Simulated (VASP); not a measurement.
Wanted: the native input for a VASP 6.6.1 run.

- Task: relaxation of volume and atoms at fixed shape
- Functional: LDA
- Potentials or basis: VASP PAW LDA potentials, release 64 (Zn, Pt)
- Cutoff: 600 eV
- k mesh: 11 × 11 × 11
- Occupations: gaussian, width 0.1 eV
- Spin: no spin polarisation
- Dipole correction: no
- Further INCAR settings: ALGO = Normal; EDIFF = 1e-06; IBRION = 2; EDIFFG = -0.03; NSW = 80; ISIF = 8

The structure of ZnPt3 lies in POSCAR:

```
ZnPt3
1.0
    3.8930000000      0.0000000000      0.0000000000
    0.0000000000      3.8930000000      0.0000000000
    0.0000000000      0.0000000000      3.8930000000
Zn Pt
1 3
Direct
    0.0000000000      0.0000000000      0.0000000000
    0.0000000000      0.5000000000      0.5000000000
    0.5000000000      0.0000000000      0.5000000000
    0.5000000000      0.5000000000      0.0000000000
```

These files were run (other wordings do the same):

INCAR

```
ALGO = Normal ; EDIFF = 1E-6
EDIFFG = -0.03 ; ENCUT = 600
IBRION = 2 ; ISIF = 8
ISMEAR = 0 ; LASPH = True
LCHARG = False ; LREAL = False
LWAVE = False ; NELM = 100
NSW = 80 ; PREC = Accurate
SIGMA = 0.1
```

KPOINTS

```
k-points
0
Gamma
  11 11 11
```

Potentials or basis: VASP PAW LDA potentials, release 64 (Zn, Pt).

The run is started by

```bash
$ cat potpaw_LDA.64/Zn/POTCAR potpaw_LDA.64/Pt/POTCAR > POTCAR
$ mpirun -np 1 vasp_std > vasp.out
```

Results of the run:

```yaml
Relaxed_volume: 14.30 Å³/atom
Relaxed_cell: a = 3.853 Å, b = 3.853 Å, c = 3.853 Å, α = 90.00°, β = 90.00°, γ = 90.00°
Space_group_after_relaxing_to_0.1_Å: Pm-3m (No. 221)
Energy_gained_by_relaxing: 11.7 meV/atom
Ionic_steps: 3
Pressure_after_relaxing: -0.2 GPa
Band_gap_on_the_k_mesh: zero (bands 21 and 22 overlap by 1.32 eV)
```

Caveat: spin-orbit coupling is left out, which moves the levels of the heavy elements.

Run time: 3.7 min on 1 thread of Intel(R) Xeon(R) Platinum 8488C (Sapphire Rapids), on a shared host, peak memory 0.23 GiB.
